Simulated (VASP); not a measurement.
# Mo3Ru: relaxation of cell and atoms with PBE

Crystal: Mo3Ru.

```
Mo Ru
1.0
     2.77411    0.00000    0.00000
    -1.38706    2.40245    0.00000
     0.00000    0.00000    9.26015
Mo Ru
3 1
Cartesian
  0.0000 1.6016 7.0551
  0.0000 1.6016 2.2050
  1.3871 0.8008 4.6301
  1.3871 0.8008 0.0000
```

```json
{
 "Program": "VASP 6.6.1",
 "Task": "relaxation of cell and atoms",
 "Functional": "PBE",
 "Potentials or basis": "VASP PAW PBE potentials, release 64 (Mo_sv, Ru_pv)",
 "Cutoff": "600 eV",
 "k mesh": "18 × 18 × 6",
 "Occupations": "gaussian, width 0.1 eV",
 "Spin": "no spin polarisation",
 "Dipole correction": "no",
 "Further INCAR settings": "ALGO = Fast; EDIFF = 1e-06; IBRION = 2; EDIFFG = -0.01; NSW = 100; ISIF = 3"
}
```

```
Relaxed volume                        : 15.46 Å³/atom
Relaxed cell                          : a = 2.767 Å, b = 2.767 Å, c = 9.331 Å, α = 90.00°, β = 90.00°, γ = 120.00°
Space group after relaxing (to 0.1 Å) : P-6m2 (No. 187)
Energy gained by relaxing             : 1.0 meV/atom
Ionic steps                           : 18
Pressure after relaxing               : 0.0 GPa
Band gap on the k mesh                : zero (bands 28 and 29 overlap by 2.17 eV)
```

Forces in eV/Å, atoms in the order of the input:
```
Mo   0.000  0.000  0.003
Mo   0.000  0.000 -0.003
Mo   0.000  0.000  0.000
Ru   0.000  0.000  0.000
```

Stress tensor (GPa, compression positive):
```
-0.05  0.00  0.00
 0.00 -0.05  0.00
 0.00  0.00  0.04
```

Step by step:
```csv
step,energy change (eV),largest force (eV/Å),pressure (GPa),volume (Å³)
1,0.0000,0.1009,0.35,61.72
2,-0.0035,0.0673,-0.73,62.01
3,-0.0035,0.0693,-0.70,62.00
4,-0.0020,0.0193,1.40,61.53
5,-0.0040,0.0399,0.08,61.84
6,-0.0040,0.0417,0.10,61.84
7,-0.0039,0.0549,-0.32,61.92
8,-0.0040,0.0419,-0.04,61.85
9,-0.0040,0.0393,-0.12,61.85
10,-0.0041,0.0224,0.12,61.81
11,-0.0041,0.0269,0.19,61.82
12,-0.0041,0.0289,0.08,61.82
13,-0.0041,0.0246,0.04,61.82
14,-0.0041,0.0229,0.05,61.82
15,-0.0041,0.0247,0.12,61.82
16,-0.0041,0.0086,-0.10,61.88
17,-0.0041,0.0148,-0.03,61.86
18,-0.0041,0.0028,-0.02,61.86
```

Final structure:
```
Mo Ru
1.0
     2.76673    0.00000    0.00000
    -1.38336    2.39606    0.00000
     0.00000    0.00000    9.33083
Mo Ru
3 1
Direct
  0.33333 0.66667 0.76283
  0.33333 0.66667 0.23717
  0.66667 0.33333 0.50000
  0.66667 0.33333 0.00000
```

Levels at points of the mesh, in eV from the Fermi level:
```csv
k point,band 24,band 25,band 26,band 27,band 28,band 29,band 30,band 31,band 32,band 33
"(0.00, 0.00, 0.00)",-1.53,-1.15,-1.15,-0.64,-0.64,-0.23,-0.23,0.37,0.37,1.18
"(0.50, 0.00, 0.00)",-1.11,-0.64,-0.38,0.65,1.07,1.36,1.83,1.85,3.54,4.10
"(0.00, 0.00, 0.50)",-1.17,-1.17,-0.60,-0.49,-0.49,-0.43,-0.43,0.13,0.56,0.56
"(0.50, 0.00, 0.50)",-1.48,-0.41,-0.01,0.03,1.51,1.74,1.97,2.45,2.73,3.86
```

Wall time 34 min on 1 thread of Intel(R) Xeon(R) Platinum 8488C (Sapphire Rapids) (shared host), peak memory 0.45 GiB.
